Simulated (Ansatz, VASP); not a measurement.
**MnS in VASP and in Ansatz**

```
Mn S
1.0
     0.00000    2.60450    2.60450
     2.60450    0.00000    2.60450
     2.60450    2.60450    0.00000
Mn S
1 1
Direct
  0.00000 0.00000 0.00000
  0.50000 0.50000 0.50000
```

Alike in both runs: task relaxation of cell and atoms; functional LDA; k mesh 9 × 9 × 9; occupations fermi-dirac, width 0.05 eV; collinear spin; Hubbard terms Mn d U = 3.0 eV.

```csv
,VASP,Ansatz
version,VASP 6.6.1,Ansatz 0.2.0
potentials or method,"VASP PAW LDA potentials, release 64 (Mn_pv, S)",Ansatz PAW
plane-wave cutoff (eV),600,420
valence electrons in the cell,19,21
```

Ansatz gave:

| Item | Value |
| --- | --- |
| gap on the k mesh at the Fermi level, each at its own relaxed structure (eV) | none |
| net moment per atom (μB) | 2.49 |
| size of the moment on the site where the two differ most (μB) | 0.17 |
| relaxed volume (Å³/atom) | 17.03 |
| relaxed cell length with the largest relative difference (Å) | 3.639 |

Task: Estimate VASP's values.

Result: gap on the k mesh at the Fermi level, each at its own relaxed structure (eV): none; net moment per atom (μB): 2.45; size of the moment on the site where the two differ most (μB): 0.12; relaxed volume (Å³/atom): 16.69; relaxed cell length with the largest relative difference (Å): 3.614.

LDA's correlation is that of Perdew and Zunger in VASP and of Perdew and Wang (1992) in Ansatz. Site moments also hang on the region over which each program counts them. The programs project onto different local orbitals, so the same U acts differently, and such runs can settle in different states. A gap of «none» marks a metal or a gap that the smearing closes. VASP's potentials hold 19 valence electrons a cell and Ansatz's 21, so a difference there can come from the potentials and not from the codes.

Noted on Ansatz's run: the magnetic or orbital state may not be the lowest; the plane-wave basis is chosen anew once the cell has moved, so the energies of steps on either side of that aren't comparable.
